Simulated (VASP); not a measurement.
# NbP (Imm2) in VASP: notebook

Runs on NbP. Level: PBE. Tasks: single point.

All numbers are computed with VASP 6.6.1; they aren't measurements. Logs are shortened: lines on timing, memory, paths and dates and some standing lists are left out, and cuts for length are marked.

## Step 1: The cell of the first run

It takes space group Imm2 (No. 44, orthorhombic). The conventional cell has a = 3.322 Å, b = 3.414 Å, c = 11.370 Å, α = 90.00°, β = 90.00°, γ = 90.00°. Nb (site symmetry mm2) has 6 P at 2.54 to 2.56 Å and 2 Nb at 3.28 Å within 3.3 Å. Within 3.4 Å of Nb (site symmetry mm2) lie 6 P at 2.55 to 2.56 Å and 6 Nb at 3.28 to 3.32 Å. Within 3.4 Å of P (site symmetry mm2) lie 6 Nb at 2.55 to 2.56 Å and 6 P at 3.28 to 3.32 Å. Within 3.3 Å of P (site symmetry mm2) lie 6 Nb at 2.54 to 2.56 Å and 2 P at 3.28 Å.

## Step 2: Single point, PBE (uniaxial strain along a: +2.0 %, then relaxed in part)

INCAR reads:

```
SYSTEM = NbP
  PREC = Accurate
  ENCUT = 520
  EDIFF = 1E-7
  ISMEAR = 0
  SIGMA = 0.1
  LREAL = .FALSE.
  LASPH = .TRUE.
  NELM = 80
  ALGO = Normal
  ISIF = 2
  LWAVE = .FALSE.
  LCHARG = .FALSE.
  GGA = PE
  NBANDS = 46
```

KPOINTS reads:

```
Automatic mesh
0
G
  10 10 4
  0 0 0
```

POSCAR reads:

```
NbP
1.0
    3.4139877811      0.0000000000      0.0000000000
    0.0000000000      3.3220637483      0.0000000000
    0.0000000000      0.0000000000     11.3700584290
Nb P
4 4
Direct
    0.5000000000      0.5000000000      0.0006922675
    0.0000000000      0.5000000000      0.7498567330
    0.0000000000      0.0000000000      0.5006922675
    0.5000000000      0.0000000000      0.2498567330
    0.0000000000      0.0000000000      0.0828145369
    0.5000000000      0.0000000000      0.8318936128
    0.5000000000      0.5000000000      0.5828145369
    0.0000000000      0.5000000000      0.3318936128
```

Potentials or basis: VASP PAW PBE potentials, release 64 (Nb_sv, P).

Started as:

```
> cat potpaw_PBE.64/Nb_sv/POTCAR potpaw_PBE.64/P/POTCAR > POTCAR
> mpirun -np 1 vasp_std > vasp.out
```

OUTCAR:

```text
SYSTEM = NbP
   PREC = Accurate
   ENCUT = 520
   EDIFF = 1E-7
   ISMEAR = 0
   LREAL = .FALSE.
   LASPH = .TRUE.
   NELM = 80
   ISIF = 2
   GGA = PE

 ion  position               nearest neighbor table
   1  0.500  0.500  0.001-   6 2.54   6 2.54   5 2.56   5 2.56   5 2.56   5 2.56
   2  0.000  0.500  0.750-   7 2.55   7 2.55   6 2.56   6 2.56   6 2.56   6 2.56
   3  0.000  0.000  0.501-   8 2.54   8 2.54   7 2.56   7 2.56   7 2.56   7 2.56
   4  0.500  0.000  0.250-   5 2.55   5 2.55   8 2.56   8 2.56   8 2.56   8 2.56
   5  0.000  0.000  0.083-   4 2.55   4 2.55   1 2.56   1 2.56   1 2.56   1 2.56
   6  0.500  0.000  0.832-   1 2.54   1 2.54   2 2.56   2 2.56   2 2.56   2 2.56
   7  0.500  0.500  0.583-   2 2.55   2 2.55   3 2.56   3 2.56   3 2.56   3 2.56
   8  0.000  0.500  0.332-   3 2.54   3 2.54   4 2.56   4 2.56   4 2.56   4 2.56

  LATTYP: Found a simple orthorhombic cell.
 ALAT       =     3.3220637483
 B/A-ratio  =     1.0276707612
 C/A-ratio  =     3.4225888756

  Lattice vectors:

 A1 = (   0.0000000000,  -3.3220637483,   0.0000000000)
 A2 = (   3.4139877811,   0.0000000000,   0.0000000000)
 A3 = (   0.0000000000,   0.0000000000,  11.3700584290)

Analysis of symmetry for initial positions (statically):
=====================================================================
 Subroutine PRICEL returns following result:

  LATTYP: Found a body centered orthorhombic cell.
 ALAT       =     3.3220637483
 B/A-ratio  =     1.0276707612
 C/A-ratio  =     3.4225888756

  Lattice vectors:

 A1 = (   1.7069938905,   1.6610318742,   5.6850292145)
 A2 = (  -1.7069938906,  -1.6610318742,   5.6850292145)
 A3 = (   1.7069938906,  -1.6610318741,  -5.6850292145)

   2 primitive cells build up your supercell.

 Routine SETGRP: Setting up the symmetry group for a
 simple orthorhombic supercell.

 Subroutine GETGRP returns: Found  4 space group operations
 (whereof  4 operations were pure point group operations)
 out of a pool of  8 trial point group operations.

The static configuration has the point symmetry C_2v.

Analysis of symmetry for dynamics (positions and initial velocities):
=====================================================================
 Subroutine PRICEL returns following result:

  LATTYP: Found a body centered orthorhombic cell.
 ALAT       =     3.3220637483
 B/A-ratio  =     1.0276707612
 C/A-ratio  =     3.4225888756

  Lattice vectors:

 A1 = (   1.7069938905,   1.6610318742,   5.6850292145)
 A2 = (  -1.7069938906,  -1.6610318742,   5.6850292145)
 A3 = (   1.7069938906,  -1.6610318741,  -5.6850292145)

   2 primitive cells build up your supercell.

 Routine SETGRP: Setting up the symmetry group for a
 simple orthorhombic supercell.

 Subroutine GETGRP returns: Found  4 space group operations
 (whereof  4 operations were pure point group operations)
 out of a pool of  8 trial point group operations.

The dynamic configuration has the point symmetry C_2v.

 Subroutine INISYM returns: Found  4 space group operations
 (whereof  4 operations are pure point group operations),
 and found     2 'primitive' translations

----------------------------------------------------------------------------------------

                                     Primitive cell

  volume of cell :      64.4767

  direct lattice vectors                    reciprocal lattice vectors
     1.706993891  1.661031874  5.685029214     0.292912589  0.000000000  0.087950296
    -1.706993891 -1.661031874  5.685029215     0.000000000 -0.301017703  0.087950296
     1.706993891 -1.661031874 -5.685029215     0.292912589 -0.301017703  0.000000000

  length of vectors
     6.163798520  6.163798520  6.163798520     0.305831717  0.313603113  0.420011241

  position of ions in fractional coordinates (direct lattice)
     0.500692267  0.500692268  0.000000000
     0.749856733  0.249856733  0.500000000
     0.082814537  0.082814537  0.000000000
     0.331893613  0.831893613  0.500000000

  ion indices of the primitive-cell ions
   primitive index   ion index
                 1           1
                 2           4
                 3           7
                 4           6

----------------------------------------------------------------------------------------

 KPOINTS: Automatic mesh

Automatic generation of k-mesh.
 Grid dimensions read from file:
 generate k-points for:   10   10    4

 Generating k-lattice:

  Cartesian coordinates                     Fractional coordinates (reciprocal lattice)
     0.029291259  0.000000000  0.000000000     0.100000000  0.000000000  0.000000000
     0.000000000  0.030101770  0.000000000     0.000000000  0.100000000  0.000000000
     0.000000000  0.000000000  0.021987574     0.000000000  0.000000000  0.250000000

  Length of vectors
     0.029291259  0.030101770  0.021987574

  Shift w.r.t. Gamma in fractional coordinates (k-lattice)
     0.000000000  0.000000000  0.000000000

 Subroutine IBZKPT returns following result:
 ===========================================

 Found    108 irreducible k-points:

 Following reciprocal coordinates:
            Coordinates               Weight
  0.000000  0.000000  0.000000      1.000000
  0.100000  0.000000  0.000000      2.000000
  0.200000  0.000000  0.000000      2.000000
  0.300000  0.000000  0.000000      2.000000
  0.400000  0.000000  0.000000      2.000000
  0.500000  0.000000  0.000000      1.000000
[... 16 lines left out ...]
  0.400000  0.300000  0.000000      4.000000
  0.500000  0.300000  0.000000      2.000000
 [... further k-points ...]
   k-points           NKPTS =    108   k-points in BZ     NKDIM =    108   number of bands    NBANDS=     46
   number of dos      NEDOS =    301   number of ions     NIONS =      8
   total plane-waves  NPLWV =  70560
   dimension x,y,z NGX =    28 NGY =   28 NGZ =   90
   dimension x,y,z NGXF=    56 NGYF=   56 NGZF=  180
   ions per type =               4   4
   NGX,Y,Z   is equivalent  to a cutoff of  13.63, 14.01, 13.16 a.u.
   NGXF,Y,Z  is equivalent  to a cutoff of  27.27, 28.02, 26.32 a.u.
 SYSTEM =  NbP
   PREC   = accura    normal or accurate (medium, high low for compatibility)
   ISTART =      0    job   : 0-new  1-cont  2-samecut
   ICHARG =      2    charge: 1-file 2-atom 10-const
   ISPIN  =      1    spin polarized calculation?
   LNONCOLLINEAR =      F non collinear calculations
   LSORBIT =      F    spin-orbit coupling
   LASPH  =      T    aspherical Exc in radial PAW
   ENCUT  =  520.0 eV  38.22 Ry    6.18 a.u.   6.35  6.18 21.14*2*pi/ulx,y,z
   NELM   =     80;   NELMIN=  2; NELMDL= -5     # of ELM steps
   EDIFF  = 0.1E-06   stopping-criterion for ELM
   LREAL  =      F    real-space projection
   EDIFFG = 0.1E-05   stopping-criterion for IOM
   NSW    =      0    number of steps for IOM
   IBRION =     -1    ionic relax: 0-MD 1-quasi-New 2-CG
   NFREE  =      0    steps in history (QN), initial steepest desc. (CG)
   ISIF   =      2    stress and relaxation
   ISYM   =      2    0-nonsym 1-usesym 2-fastsym
   POTIM  = 0.5000    time-step for ionic-motion
   TEBEG  =    0.0;   TEEND  =   0.0 temperature during run
   PSTRESS=    0.0 pullay stress
   NELECT =      72.0000    total number of electrons
   NUPDOWN=      -1.0000    fix difference up-down
   EMIN   =  10.00;   EMAX   =-10.00  energy-range for DOS
   EFERMI =   0.00;   METHOD = LEGACY
   ISMEAR =     0;   SIGMA  =   0.10  broadening in eV -4-tet -1-fermi 0-gaus
   EFERMI_NEDOS =   21; number of points for ismear=-14 and -15
   IALGO  =     38    algorithm
   IMIX   =      4    mixing-type and parameters
     AMIX     =   0.40;   BMIX     =  1.00
     AMIX_MAG =   1.60;   BMIX_MAG =  1.00
  volume/ion in A,a.u.               =      16.12       108.78
  Fermi-wavevector in a.u.,A,eV,Ry     =   1.348057  2.547458 24.725277  1.817257
  Thomas-Fermi vector in A             =   2.475757
   LORBIT       =      0    0 simple, 1 ext, 2 COOP (PROOUT), +10 PAW based schemes
   GGA     = PE    functional components
   LHFCALC =     F    Hartree Fock is set to
   AEXX    =    0.0000 exact exchange contribution
   IVDW    =     0    specifies the selected vdW correction
   LEPSILON=     F    determine dielectric tensor
   LRPA    =     F    only Hartree local field effects (RPA)
 non-spin polarized calculation
 Gauss-broadening in eV      SIGMA  =   0.10
  energy-cutoff  :      520.00
  volume of cell :      128.95
 maximum number of plane-waves:      3507
 NGX is ok and might be reduce to    28
   NGX = 13   NGY = 13   NGZ = 43

 number of electron      72.0000000 magnetization

 Free energy of the ion-electron system (eV)
  ---------------------------------------------------
  ext. energy  EPLUGINS =         0.00000000
  ---------------------------------------------------
  free energy    TOTEN  =       -70.59043941 eV

  energy without entropy =      -70.58242710  energy(sigma->0) =      -70.58643325

 E-fermi :  10.5546     XC(G=0): -11.9854

 val. band max:       10.5435818762   @ k =   0.5000   0.0000   0.0000
 cond. band min:      10.5637439616   @ k =   0.5000   0.0000   0.0000
 fundamental gap:      0.0201620854
 Fermi energy:        10.5546323018

 k-point     1 :       0.0000    0.0000    0.0000
  band No.  band energies     occupation
      1     -44.4061      2.00000
      2     -44.3965      2.00000
      3     -44.3657      2.00000
      4     -44.3561      2.00000
      5     -20.6573      2.00000
      6     -20.5125      2.00000
[... 38 lines left out ...]
     45      13.6525      0.00000
     46      14.0226      0.00000

 k-point     2 :       0.1000    0.0000    0.0000
  band No.  band energies     occupation
      1     -44.4044      2.00000
      2     -44.3952      2.00000
      3     -44.3645      2.00000
      4     -44.3552      2.00000
      5     -20.6516      2.00000
      6     -20.5423      2.00000
[... 1070 lines left out ...]
 k-point    24 :       0.5000    0.3000    0.0000
  band No.  band energies     occupation
      1     -44.3719      2.00000
      2     -44.3719      2.00000
      3     -44.3391      2.00000
      4     -44.3391      2.00000
      5     -20.7214      2.00000
      6     -20.7214      2.00000
[... 38 lines left out ...]
     45      14.4842      0.00000
     46      14.5196      0.00000

 [... further k-points ...]

------------------------ aborting loop because EDIFF is reached ----------------------------------------

  FORCE on cell =-STRESS in cart. coord.  units (eV):
  Direction    XX          YY          ZZ          XY          YZ          ZX
  --------------------------------------------------------------------------------------
  -------------------------------------------------------------------------------------
  Total       -3.9765225     -0.3115733     -0.2901480      0.0000000      0.0000000      0.0000000
  in kB      -49.4061952     -3.8711343     -3.6049355      0.0000000      0.0000000      0.0000000
  external PRESSURE =     -18.9607550 kB  Pullay stress =       0.0000000 kB

 VOLUME and BASIS-vectors are now :
 -----------------------------------------------------------------------------
  energy-cutoff  :      520.00
  volume of cell :      128.95
      direct lattice vectors                 reciprocal lattice vectors
     3.413987781  0.000000000  0.000000000     0.292912589  0.000000000  0.000000000
     0.000000000  3.322063748  0.000000000     0.000000000  0.301017703  0.000000000
     0.000000000  0.000000000 11.370058429     0.000000000  0.000000000  0.087950296

 POSITION                                       TOTAL-FORCE (eV/Angst)
 -----------------------------------------------------------------------------------
      1.70699      1.66103      0.00787        -0.000000      0.000000     -0.001655
      0.00000      1.66103      8.52591         0.000000     -0.000000     -0.002530
      0.00000      0.00000      5.69290         0.000000     -0.000000     -0.001655
      1.70699      0.00000      2.84089         0.000000     -0.000000     -0.002530
      0.00000      0.00000      0.94161         0.000000     -0.000000      0.001558
      1.70699      0.00000      9.45868         0.000000     -0.000000      0.002627
      1.70699      1.66103      6.62664         0.000000      0.000000      0.001558
      0.00000      1.66103      3.77365         0.000000      0.000000      0.002627
 -----------------------------------------------------------------------------------
    total drift:                                0.000000      0.000000     -0.000031

  FREE ENERGIE OF THE ION-ELECTRON SYSTEM (eV)
  ---------------------------------------------------
  free  energy   TOTEN  =       -70.5904394106 eV

  energy  without entropy=      -70.5824270976  energy(sigma->0) =      -70.58643325
```

Run time: 15 min. Hardware: 1 thread of Intel Xeon Platinum 8259CL at 2.50GHz (Skylake/Cascade Lake), shared host; peak memory 0.57 GiB.

Results:

| Property | Result |
| --- | --- |
| Free energy | -70.5904 eV |
| Pressure | -1.9 GPa |
| Band gap on the k mesh | zero (band 36 reaches 10.60 eV, above the bottom of band 37 at 10.54 eV) |

Forces in eV/Å, atoms in the order of the input:
```
Nb   0.000  0.000 -0.002
Nb   0.000  0.000 -0.003
Nb   0.000  0.000 -0.002
Nb   0.000  0.000 -0.003
P    0.000  0.000  0.002
P    0.000  0.000  0.003
P    0.000  0.000  0.002
P    0.000  0.000  0.003
```

Levels at points of the mesh, in eV from the Fermi level:
| k point | band 33 | band 34 | band 35 | band 36 | band 37 | band 38 | band 39 | band 40 |
| --- | --- | --- | --- | --- | --- | --- | --- | --- |
| (0.00, 0.00, 0.00) | -1.58 | -1.18 | -0.80 | -0.40 | 0.75 | 1.12 | 1.14 | 1.56 |
| (0.50, 0.00, 0.00) | -1.45 | -1.45 | -0.01 | -0.01 | 0.01 | 0.01 | 1.59 | 1.59 |
| (0.00, 0.50, 0.00) | -1.44 | -1.44 | -0.16 | -0.16 | 0.04 | 0.04 | 1.42 | 1.42 |
| (0.50, 0.50, 0.00) | -0.50 | -0.50 | -0.43 | -0.43 | 2.71 | 2.71 | 2.91 | 2.91 |
| (0.00, 0.00, 0.50) | -1.16 | -1.16 | -0.76 | -0.76 | 0.86 | 0.86 | 1.43 | 1.43 |
| (0.50, 0.00, 0.50) | -1.45 | -1.45 | -0.11 | -0.11 | 0.13 | 0.13 | 1.39 | 1.39 |
| (0.00, 0.50, 0.50) | -1.46 | -1.46 | -0.03 | -0.03 | -0.02 | -0.02 | 1.21 | 1.21 |
| (0.50, 0.50, 0.50) | -0.49 | -0.49 | -0.41 | -0.41 | 2.72 | 2.72 | 2.90 | 2.90 |

Caveat: the cell differs from its parent crystal (uniaxial strain along a: +2.0 %, then relaxed in part).

## Step 3: Single point, PBE (uniaxial strain along a: +2.0 %)

INCAR reads:

```
SYSTEM = NbP
PREC = Accurate ; ENCUT = 520
EDIFF = 1E-6 ; ISMEAR = 0
SIGMA = 0.1 ; LREAL = .False.
LASPH = .True. ; NELM = 100
ALGO = Normal ; ISIF = 2
LWAVE = .False. ; LCHARG = .False.
GGA = PE ; NBANDS = 46
```

KPOINTS reads:

```
regular mesh
0
Gamma
  10 10 4
  0 0 0
```

POSCAR reads:

```
NbP
1.0
    3.4139877811      0.0000000000      0.0000000000
    0.0000000000      3.3303116100      0.0000000000
    0.0000000000      0.0000000000     11.3708246481
Nb P
4 4
Direct
    0.5000000000      0.5000000000      0.0003404740
    0.0000000000      0.5000000000      0.7499014303
    0.0000000000      0.0000000000      0.5003404740
    0.5000000000      0.0000000000      0.2499014303
    0.0000000000      0.0000000000      0.0827452920
    0.5000000000      0.0000000000      0.8322699538
    0.5000000000      0.5000000000      0.5827452920
    0.0000000000      0.5000000000      0.3322699538
```

Potentials or basis: VASP PAW PBE potentials, release 64 (Nb_sv, P).

Started as:

```
> cat potpaw_PBE.64/Nb_sv/POTCAR potpaw_PBE.64/P/POTCAR > POTCAR
> mpirun -np 1 vasp_std > vasp.out
```

Run time: 15 min. Hardware: 1 thread of Intel Xeon Platinum 8259CL at 2.50GHz (Skylake/Cascade Lake), shared host; peak memory 0.57 GiB.

Results (log left out):

- Free energy: -70.5884 eV
- Pressure: -2.4 GPa
- Largest force: 0.081 eV/Å
- Band gap on the k mesh: zero (band 36 reaches 10.58 eV, above the bottom of band 37 at 10.50 eV)

Forces on the atoms (eV/Å):
```
Nb   0.000  0.000  0.081
Nb   0.000  0.000  0.003
Nb   0.000  0.000  0.081
Nb   0.000  0.000  0.003
P    0.000  0.000 -0.008
P    0.000  0.000 -0.076
P    0.000  0.000 -0.008
P    0.000  0.000 -0.076
```

Stress tensor (GPa, compression positive):
```
-5.40  0.00  0.00
 0.00 -1.16  0.00
 0.00  0.00 -0.55
```

Levels at points of the mesh, in eV from the Fermi level:
```
           k point  band 32  band 33  band 34  band 35  band 36  band 37  band 38  band 39  band 40  band 41
(0.00, 0.00, 0.00)    -1.61    -1.57    -1.20    -0.79    -0.42     0.75     1.12     1.14     1.56     2.27
(0.50, 0.00, 0.00)    -1.94    -1.45    -1.45     0.00     0.00     0.00     0.00     1.57     1.57     2.23
(0.00, 0.50, 0.00)    -1.92    -1.43    -1.43    -0.16    -0.16     0.04     0.04     1.43     1.43     2.56
(0.50, 0.50, 0.00)    -2.78    -0.49    -0.49    -0.44    -0.44     2.71     2.71     2.90     2.90     3.03
(0.00, 0.00, 0.50)    -1.99    -1.15    -1.15    -0.78    -0.78     0.86     0.86     1.42     1.42     2.61
(0.50, 0.00, 0.50)    -1.86    -1.44    -1.44    -0.09    -0.09     0.13     0.13     1.37     1.37     2.27
(0.00, 0.50, 0.50)    -1.81    -1.45    -1.45    -0.03    -0.03    -0.02    -0.02     1.22     1.22     2.50
(0.50, 0.50, 0.50)    -2.81    -0.48    -0.48    -0.42    -0.42     2.72     2.72     2.89     2.89     3.04
```

Caveat: the cell differs from its parent crystal (uniaxial strain along a: +2.0 %).

## Step 4: Single point, PBE (uniaxial strain along a: -3.0 %)

INCAR reads:

```
PREC = Accurate ; ENCUT = 520
EDIFF = 1E-6 ; ISMEAR = 0
SIGMA = 0.1 ; LREAL = F
LASPH = T ; NELM = 80
ALGO = Normal ; ISIF = 2
LWAVE = F ; LCHARG = T
GGA = PE ; LELF = T
LVHAR = T ; NBANDS = 46
```

KPOINTS reads:

```
regular mesh
0
Gamma
  10 10 4
```

POSCAR reads:

```
NbP
1.0
    3.2466354389      0.0000000000      0.0000000000
    0.0000000000      3.3721496955      0.0000000000
    0.0000000000      0.0000000000     11.5136742039
Nb P
4 4
Direct
    0.5000000000      0.5000000000     -0.0007137355
    0.0000000000      0.5000000000      0.7501312872
    0.0000000000      0.0000000000      0.4992862645
    0.5000000000      0.0000000000      0.2501312872
    0.0000000000      0.0000000000      0.0824871906
    0.5000000000      0.0000000000      0.8333524077
    0.5000000000      0.5000000000      0.5824871906
    0.0000000000      0.5000000000      0.3333524077
```

Started as:

```
> cat potpaw_PBE.64/Nb_sv/POTCAR potpaw_PBE.64/P/POTCAR > POTCAR
> mpirun -np 1 vasp_std > vasp.out
```

Wall time 27 min (1 thread of AMD EPYC 7R13, shared host); peak memory 0.52 GiB.

Results (log left out):

```
Free energy            : -70.5450 eV
Pressure               : 3.1 GPa
Largest force          : 0.076 eV/Å
Band gap on the k mesh : zero (band 36 reaches 10.98 eV, above the bottom of band 37 at 10.76 eV)
```

Forces in eV/Å, atoms in the order of the input:
```
Nb   0.000  0.000 -0.076
Nb   0.000  0.000  0.011
Nb   0.000  0.000 -0.076
Nb   0.000  0.000  0.011
P    0.000  0.000 -0.001
P    0.000  0.000  0.066
P    0.000  0.000 -0.001
P    0.000  0.000  0.066
```

Stress tensor (GPa, compression positive):
```
7.87 0.00 0.00
0.00 0.87 0.00
0.00 0.00 0.60
```

Levels at points of the mesh, in eV from the Fermi level:
```tsv
k point	band 33	band 34	band 35	band 36	band 37	band 38	band 39	band 40
(0.00, 0.00, 0.00)	-1.63	-1.04	-0.73	-0.13	0.94	1.27	1.30	1.68
(0.50, 0.00, 0.00)	-1.56	-1.56	-0.14	-0.14	-0.10	-0.10	1.40	1.40
(0.00, 0.50, 0.00)	-1.60	-1.60	-0.19	-0.19	0.13	0.13	1.64	1.64
(0.50, 0.50, 0.00)	-0.45	-0.45	-0.37	-0.37	2.88	2.88	2.99	2.99
(0.00, 0.00, 0.50)	-1.14	-1.14	-0.56	-0.56	1.04	1.04	1.56	1.56
(0.50, 0.00, 0.50)	-1.61	-1.61	-0.14	-0.14	-0.03	-0.03	1.21	1.21
(0.00, 0.50, 0.50)	-1.61	-1.61	-0.27	-0.27	0.23	0.23	1.47	1.47
(0.50, 0.50, 0.50)	-0.42	-0.42	-0.34	-0.34	2.89	2.89	2.96	2.96
```

Caveat: the cell differs from its parent crystal (uniaxial strain along a: -3.0 %).

(Continued in part 2 of 2.)
